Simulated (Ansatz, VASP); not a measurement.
**SnSe in VASP and in Ansatz**

```
Sn Se
1.0
    -0.03010    2.99495    2.99495
     2.99495   -0.03010    2.99495
     2.99495    2.99495   -0.03010
Sn Se
1 1
Direct
  0.00000 0.00000 0.00000
  0.50000 0.50000 0.50000
```

Change from the starting cell: equal xy, yz and zx shear strains of -1 %.

Alike in both runs: task single point; functional LDA; k mesh 9 × 9 × 9; occupations fermi-dirac, width 0.02 eV; no spin polarisation.

|  | VASP | Ansatz |
| --- | --- | --- |
| version | VASP 6.6.1 | Ansatz 0.2.0 |
| potentials or method | VASP PAW LDA potentials, release 64 (Sn_d, Se), cutoff 500 eV | all-electron LAPW, scalar-relativistic |

|  | VASP | Ansatz | Ansatz less VASP |
| --- | --- | --- | --- |
| pressure (GPa) | -3.2 | -3.2 | -0.09 |
| traceless stress, the component that is largest in VASP (GPa) | 0.20 | 0.20 | +0.001 |

LDA's correlation is that of Perdew and Zunger in VASP and of Perdew and Wang (1992) in Ansatz. Ansatz ran all-electron here, and VASP with PAW potentials.
